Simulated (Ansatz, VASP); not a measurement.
# Zn12O: VASP beside Ansatz

```xyz
13
Lattice="5.3200 0.0000 0.0000 -3.9900 6.9109 0.0000 0.0000 0.0000 4.9370" Properties=species:S:1:pos:R:3 pbc="T T T"
Zn   -0.0195    0.1706   -0.3116
Zn    0.0304    1.4683    2.3052
Zn   -1.3490    2.3252    0.2611
Zn   -1.3086    3.6012    2.9271
Zn   -2.7221    4.5378   -0.0165
Zn   -2.7040    6.0218    2.6207
Zn    2.6656    0.2204   -0.3390
Zn    2.6599    1.5449    2.4163
Zn    1.3112    2.3349    0.0234
Zn    1.3270    3.6949    2.5619
Zn    0.0785    4.5986   -0.0749
Zn    0.0391    6.0549    2.5883
O    -1.3546    5.6946    1.0683
```

Alike in both runs: functional PBEsol; k mesh 2 × 2 × 2; occupations fermi-dirac, width 0.15 eV; no spin polarisation.

Ansatz relaxed the structure, and its values are those at the end. VASP's run is a single point on that final structure, the one shown.

```csv
,VASP,Ansatz
version,VASP 6.6.1,Ansatz 0.2.0
potentials or method,"VASP PAW PBE potentials, release 64 (Zn, O), cutoff 520 eV","scalar-relativistic, plane waves, PAW"
valence electrons in the cell,150,150
```

```tsv
	VASP	Ansatz	Ansatz less VASP
rms of the force components (eV/Å)	0.014	0.007	-0.0069
```

VASP's potentials were made for PBE, not for PBEsol. With one functional, cell and mesh, what is left measures potentials, basis and numerics.

The k mesh is coarse, so the values compare programs but aren't converged.
